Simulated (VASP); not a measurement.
# Si (Fd-3m) in VASP: settings compared, part 2 of 2

VASP 6.6.1. Earlier steps stand in the parts before.

**4. Single point, LDA**

Input file INCAR:

```
SYSTEM = Si
PREC = Accurate ; ENCUT = 500
EDIFF = 1E-6 ; ISMEAR = 0
SIGMA = 0.01 ; LREAL = .FALSE.
LASPH = .TRUE. ; NELM = 120
ALGO = Normal ; ISIF = 2
LWAVE = .FALSE. ; LCHARG = .TRUE.
LELF = .TRUE. ; LVHAR = .TRUE.
NBANDS = 11 ; GGA_COMPAT = .FALSE.
```

Input file KPOINTS:

```
regular mesh
0
G
  7 7 7
  0 0 0
```

Input file POSCAR:

```
Si
1.0
    0.0000000000      2.7218510000      2.7218510000
    2.7218510000      0.0000000000      2.7218510000
    2.7218510000      2.7218510000      0.0000000000
Si
2
Direct
    0.2500000000      0.2500000000      0.2500000000
    0.0000000000      0.0000000000      0.0000000000
```

Potentials or basis: VASP PAW LDA potentials, release 64 (Si).

Run with:

```bash
> cat potpaw_LDA.64/Si/POTCAR > POTCAR
> mpirun -np 1 vasp_std > vasp.out
```

OUTCAR:

```text
SYSTEM = Si
   PREC = Accurate
   ENCUT = 500
   EDIFF = 1E-6
   ISMEAR = 0
   LREAL = .FALSE.
   LASPH = .TRUE.
   NELM = 120
   ISIF = 2

 ion  position               nearest neighbor table
   1  0.250  0.250  0.250-   2 2.36   2 2.36   2 2.36   2 2.36
   2  0.000  0.000  0.000-   1 2.36   1 2.36   1 2.36   1 2.36

  LATTYP: Found a face centered cubic cell.
 ALAT       =     5.4437020000

  Lattice vectors:

 A1 = (   0.0000000000,   2.7218510000,   2.7218510000)
 A2 = (   2.7218510000,   0.0000000000,   2.7218510000)
 A3 = (   2.7218510000,   2.7218510000,   0.0000000000)

Analysis of symmetry for initial positions (statically):
=====================================================================
 Subroutine PRICEL returns:
 Original cell was already a primitive cell.

 Routine SETGRP: Setting up the symmetry group for a
 face centered cubic supercell.

 Subroutine GETGRP returns: Found 48 space group operations
 (whereof 24 operations were pure point group operations)
 out of a pool of 48 trial point group operations.

The static configuration has the point symmetry T_d .
 The point group associated with its full space group is O_h .

Analysis of symmetry for dynamics (positions and initial velocities):
=====================================================================
 Subroutine PRICEL returns:
 Original cell was already a primitive cell.

 Routine SETGRP: Setting up the symmetry group for a
 face centered cubic supercell.

 Subroutine GETGRP returns: Found 48 space group operations
 (whereof 24 operations were pure point group operations)
 out of a pool of 48 trial point group operations.

The dynamic configuration has the point symmetry T_d .
 The point group associated with its full space group is O_h .

 Subroutine INISYM returns: Found 48 space group operations
 (whereof 24 operations are pure point group operations),
 and found     1 'primitive' translations

----------------------------------------------------------------------------------------

                                     Primitive cell

  volume of cell :      40.3295

  direct lattice vectors                    reciprocal lattice vectors
     0.000000000  2.721851000  2.721851000    -0.183698520  0.183698520  0.183698520
     2.721851000  0.000000000  2.721851000     0.183698520 -0.183698520  0.183698520
     2.721851000  2.721851000  0.000000000     0.183698520  0.183698520 -0.183698520

  length of vectors
     3.849278599  3.849278599  3.849278599     0.318175170  0.318175170  0.318175170

  position of ions in fractional coordinates (direct lattice)
     0.250000000  0.250000000  0.250000000
     0.000000000  0.000000000  0.000000000

  ion indices of the primitive-cell ions
   primitive index   ion index
                 1           1
                 2           2

----------------------------------------------------------------------------------------

 KPOINTS: regular mesh

Automatic generation of k-mesh.
 Grid dimensions read from file:
 generate k-points for:    7    7    7

 Generating k-lattice:

  Cartesian coordinates                     Fractional coordinates (reciprocal lattice)
    -0.026242646  0.026242646  0.026242646     0.142857143  0.000000000  0.000000000
     0.026242646 -0.026242646  0.026242646     0.000000000  0.142857143  0.000000000
     0.026242646  0.026242646 -0.026242646     0.000000000  0.000000000  0.142857143

  Length of vectors
     0.045453596  0.045453596  0.045453596

  Shift w.r.t. Gamma in fractional coordinates (k-lattice)
     0.000000000  0.000000000  0.000000000

 Subroutine IBZKPT returns following result:
 ===========================================

 Found     20 irreducible k-points:

 Following reciprocal coordinates:
            Coordinates               Weight
  0.000000  0.000000  0.000000      1.000000
  0.142857  0.000000  0.000000      8.000000
  0.285714  0.000000  0.000000      8.000000
  0.428571  0.000000  0.000000      8.000000
  0.142857  0.142857  0.000000      6.000000
  0.285714  0.142857  0.000000     24.000000
[... 12 lines left out ...]
 -0.428571  0.428571  0.142857     24.000000
 -0.285714  0.428571  0.142857     24.000000
   k-points           NKPTS =     20   k-points in BZ     NKDIM =     20   number of bands    NBANDS=     11
   number of dos      NEDOS =    301   number of ions     NIONS =      2
   total plane-waves  NPLWV =  21952
   dimension x,y,z NGX =    28 NGY =   28 NGZ =   28
   dimension x,y,z NGXF=    56 NGYF=   56 NGZF=   56
   ions per type =               2
   NGX,Y,Z   is equivalent  to a cutoff of  12.09, 12.09, 12.09 a.u.
   NGXF,Y,Z  is equivalent  to a cutoff of  24.19, 24.19, 24.19 a.u.
 SYSTEM =  Si
   PREC   = accura    normal or accurate (medium, high low for compatibility)
   ISTART =      0    job   : 0-new  1-cont  2-samecut
   ICHARG =      2    charge: 1-file 2-atom 10-const
   ISPIN  =      1    spin polarized calculation?
   LNONCOLLINEAR =      F non collinear calculations
   LSORBIT =      F    spin-orbit coupling
   LASPH  =      T    aspherical Exc in radial PAW
   ENCUT  =  500.0 eV  36.75 Ry    6.06 a.u.   7.02  7.02  7.02*2*pi/ulx,y,z
   NELM   =    120;   NELMIN=  2; NELMDL= -5     # of ELM steps
   EDIFF  = 0.1E-05   stopping-criterion for ELM
   LREAL  =      F    real-space projection
[... 7 lines left out ...]
   TEBEG  =    0.0;   TEEND  =   0.0 temperature during run
   PSTRESS=    0.0 pullay stress
   NELECT =       8.0000    total number of electrons
   NUPDOWN=      -1.0000    fix difference up-down
   EMIN   =  10.00;   EMAX   =-10.00  energy-range for DOS
   EFERMI =   0.00;   METHOD = LEGACY
   ISMEAR =     0;   SIGMA  =   0.01  broadening in eV -4-tet -1-fermi 0-gaus
   EFERMI_NEDOS =   21; number of points for ismear=-14 and -15
   IALGO  =     38    algorithm
   IMIX   =      4    mixing-type and parameters
     AMIX     =   0.40;   BMIX     =  1.00
     AMIX_MAG =   1.60;   BMIX_MAG =  1.00
  volume/ion in A,a.u.               =      20.16       136.08
  Fermi-wavevector in a.u.,A,eV,Ry     =   0.954766  1.804247 12.402785  0.911579
  Thomas-Fermi vector in A             =   2.083543
   LORBIT       =      0    0 simple, 1 ext, 2 COOP (PROOUT), +10 PAW based schemes
   GGA     = CA    functional components
   LHFCALC =     F    Hartree Fock is set to
   AEXX    =    0.0000 exact exchange contribution
   IVDW    =     0    specifies the selected vdW correction
   LEPSILON=     F    determine dielectric tensor
   LRPA    =     F    only Hartree local field effects (RPA)
 non-spin polarized calculation
 Gauss-broadening in eV      SIGMA  =   0.01
  energy-cutoff  :      500.00
  volume of cell :       40.33
 maximum number of plane-waves:      1032
   NGX = 13   NGY = 13   NGZ = 13

 number of electron       8.0000001 magnetization

 Free energy of the ion-electron system (eV)
  ---------------------------------------------------
  ext. energy  EPLUGINS =         0.00000000
  ---------------------------------------------------
  free energy    TOTEN  =       -11.90366188 eV

  energy without entropy =      -11.90366188  energy(sigma->0) =      -11.90366188

 E-fermi :   5.7925     XC(G=0):  -9.5775

 val. band max:        5.7006924887   @ k =   0.0000   0.0000   0.0000
 cond. band min:       6.1798297911   @ k =   0.4286   0.4286   0.0000
 fundamental gap:      0.4791373024
 Fermi energy:         5.7924512599

 k-point     1 :       0.0000    0.0000    0.0000
  band No.  band energies     occupation
      1      -6.2088      2.00000
      2       5.7007      2.00000
      3       5.7007      2.00000
      4       5.7007      2.00000
      5       8.2198      0.00000
      6       8.2198      0.00000
      7       8.2198      0.00000
      8       8.8277      0.00000
      9      13.3447      0.00000
     10      13.4224      0.00000
     11      13.4224      0.00000
[... 253 lines left out ...]
 k-point    20 :      -0.2857    0.4286    0.1429
  band No.  band energies     occupation
      1      -2.4897      2.00000
      2      -1.4251      2.00000
      3       1.4586      2.00000
      4       2.6076      2.00000
      5       8.3495      0.00000
      6      10.4460      0.00000
      7      11.2470      0.00000
      8      11.3834      0.00000
      9      14.6502      0.00000
     10      15.8227      0.00000
     11      18.7258      0.00000

------------------------ aborting loop because EDIFF is reached ----------------------------------------

  FORCE on cell =-STRESS in cart. coord.  units (eV):
  Direction    XX          YY          ZZ          XY          YZ          ZX
  --------------------------------------------------------------------------------------
  -------------------------------------------------------------------------------------
  Total       -0.5198969     -0.5198969     -0.5198969      0.0000000      0.0000000     -0.0000000
  in kB      -20.6540277    -20.6540277    -20.6540277      0.0000000      0.0000000     -0.0000000
  external PRESSURE =     -20.6540277 kB  Pullay stress =       0.0000000 kB

 VOLUME and BASIS-vectors are now :
 -----------------------------------------------------------------------------
  energy-cutoff  :      500.00
  volume of cell :       40.33
      direct lattice vectors                 reciprocal lattice vectors
     0.000000000  2.721851000  2.721851000    -0.183698520  0.183698520  0.183698520
     2.721851000  0.000000000  2.721851000     0.183698520 -0.183698520  0.183698520
     2.721851000  2.721851000  0.000000000     0.183698520  0.183698520 -0.183698520

 POSITION                                       TOTAL-FORCE (eV/Angst)
 -----------------------------------------------------------------------------------
      1.36093      1.36093      1.36093        -0.000000     -0.000000     -0.000000
      0.00000      0.00000      0.00000         0.000000      0.000000      0.000000
 -----------------------------------------------------------------------------------
    total drift:                                0.000000      0.000000     -0.000000

  FREE ENERGIE OF THE ION-ELECTRON SYSTEM (eV)
  ---------------------------------------------------
  free  energy   TOTEN  =       -11.9036618810 eV

  energy  without entropy=      -11.9036618810  energy(sigma->0) =      -11.90366188
```

OSZICAR:

```text
N       E                     dE             d eps       ncg     rms          rms(c)
DAV:   1     0.500915310958E+01    0.50092E+01   -0.31972E+03   440   0.555E+02
DAV:   2    -0.116436997986E+02   -0.16653E+02   -0.15915E+02   630   0.829E+01
DAV:   3    -0.121579840016E+02   -0.51428E+00   -0.51256E+00   541   0.123E+01
DAV:   4    -0.121623224182E+02   -0.43384E-02   -0.43378E-02   533   0.148E+00
DAV:   5    -0.121623706033E+02   -0.48185E-04   -0.48185E-04   578   0.139E-01    0.497E+00
DAV:   6    -0.119850750465E+02    0.17730E+00   -0.99039E-02   497   0.125E+00    0.297E+00
DAV:   7    -0.119034515515E+02    0.81623E-01   -0.17896E-01   485   0.174E+00    0.218E-01
DAV:   8    -0.119036775138E+02   -0.22596E-03   -0.77592E-03   506   0.481E-01    0.793E-02
DAV:   9    -0.119036564561E+02    0.21058E-04   -0.19940E-04   553   0.766E-02    0.618E-02
DAV:  10    -0.119036620725E+02   -0.56164E-05   -0.15250E-05   517   0.228E-02    0.251E-02
DAV:  11    -0.119036618810E+02    0.19154E-06   -0.93003E-07   330   0.506E-03
   1 F= -.11903662E+02 E0= -.11903662E+02  d E =-.133992E-40
```

stdout:

```text
POSCAR found type information on POSCAR Si
 POSCAR found :  1 types and       2 ions
 scaLAPACK will be used
 LDA part: xc-table for (Slater(with rela. corr.)+CA(PZ))
 , standard interpolation
 POSCAR, INCAR and KPOINTS ok, starting setup
 FFT: planning ... GRIDC
 FFT: planning ... GRID_SOFT
 FFT: planning ... GRID
 WAVECAR not read
 entering main loop
```

Wall time 4.9 s (1 thread of AMD EPYC 9R45 (Zen 5), shared host); peak memory 0.1 GiB.

Results:

| Item | Value |
| --- | --- |
| Free energy | -11.9037 eV |
| Pressure | -2.1 GPa |
| Band gap on the k mesh | 0.48 eV, indirect (least direct gap 2.52 eV) |

Levels at points of the mesh, in eV from the valence-band top:
```csv
k point,band 2,band 3,band 4,band 5,band 6,band 7
"(0.00, 0.00, 0.00)",0.00,0.00,0.00,2.52,2.52,2.52
```

A k mesh can miss the band edges. As with any semilocal functional, this LDA gap is likely too small.

**5. Single point, PBE**

Input file INCAR:

```
PREC = Accurate
ENCUT = 500
EDIFF = 1E-6
ISMEAR = 0
SIGMA = 0.01
LREAL = F
LASPH = T
NELM = 120
ALGO = Normal
ISIF = 2
LWAVE = F
LCHARG = F
GGA = PE
NBANDS = 11
GGA_COMPAT = F
```

Input file KPOINTS:

```
Automatic mesh
0
Gamma
  7 7 7
```

POSCAR is that of step 4.

Potentials or basis: VASP PAW PBE potentials, release 64 (Si).

Run with:

```bash
> cat potpaw_PBE.64/Si/POTCAR > POTCAR
> mpirun -np 1 vasp_std > vasp.out
```

It took 5.2 s on 1 thread of AMD EPYC 9R45 (Zen 5), shared host; peak memory 0.11 GiB.

The run converged. Its results:

```yaml
Free_energy: -10.8383 eV
Pressure: 1.3 GPa
Band_gap_on_the_k_mesh: 0.59 eV, indirect (least direct gap 2.56 eV)
```

Levels at points of the mesh, in eV from the valence-band top:
| k point | band 1 | band 2 | band 3 | band 4 | band 5 | band 6 | band 7 | band 8 |
| --- | --- | --- | --- | --- | --- | --- | --- | --- |
| (0.00, 0.00, 0.00) | -11.91 | 0.00 | 0.00 | 0.00 | 2.56 | 2.56 | 2.56 | 3.29 |

A k mesh can miss the band edges.

**6. Single point, LDA**

Input file INCAR:

```
ALGO = Normal
EDIFF = 1E-6
ENCUT = 500
GGA_COMPAT = False
ISIF = 2
ISMEAR = 0
LASPH = True
LCHARG = False
LREAL = False
LWAVE = False
NBANDS = 11
NELM = 120
PREC = Accurate
SIGMA = 0.01
```

Input file KPOINTS:

```
k-points
0
Gamma
  7 7 7
```

POSCAR is that of step 5.

Potentials or basis: VASP PAW LDA potentials, release 64 (Si).

Run with:

```bash
> cat potpaw_LDA.64/Si/POTCAR > POTCAR
> mpirun -np 1 vasp_std > vasp.out
```

Run time: 4.7 s. Hardware: 1 thread of AMD EPYC 9R45 (Zen 5), shared host; peak memory 0.1 GiB.

It converged, with:

- Free energy: -11.9037 eV
- Pressure: -2.1 GPa
- Band gap on the k mesh: 0.48 eV, indirect (least direct gap 2.52 eV)

Levels at points of the mesh, in eV from the valence-band top:
```
           k point  band 2  band 3  band 4  band 5  band 6  band 7
(0.00, 0.00, 0.00)    0.00    0.00    0.00    2.52    2.52    2.52
```

A k mesh can miss the band edges. LDA gaps usually lie below the measured ones, often by a third to a half.

**7. Summary**

| level | potentials or basis | cutoff (eV) | gap on the mesh (eV) | pressure (GPa) |
| --- | --- | --- | --- | --- |
| PBE | VASP PAW PBE potentials, release 64 (Si) | 520 | 0.59 | 1.3 |
| LDA | VASP PAW LDA potentials, release 64 (Si) | 500 | 0.48 | -2.1 |
| PBE | VASP PAW PBE potentials, release 64 (Si) | 500 | 0.59 | 1.3 |

Alike in all rows: task single point; no spin polarisation; cell as given; k mesh 7 × 7 × 7; smearing gaussian 0.01 eV.

Absolute energies hang on the potentials; compare differences alone.
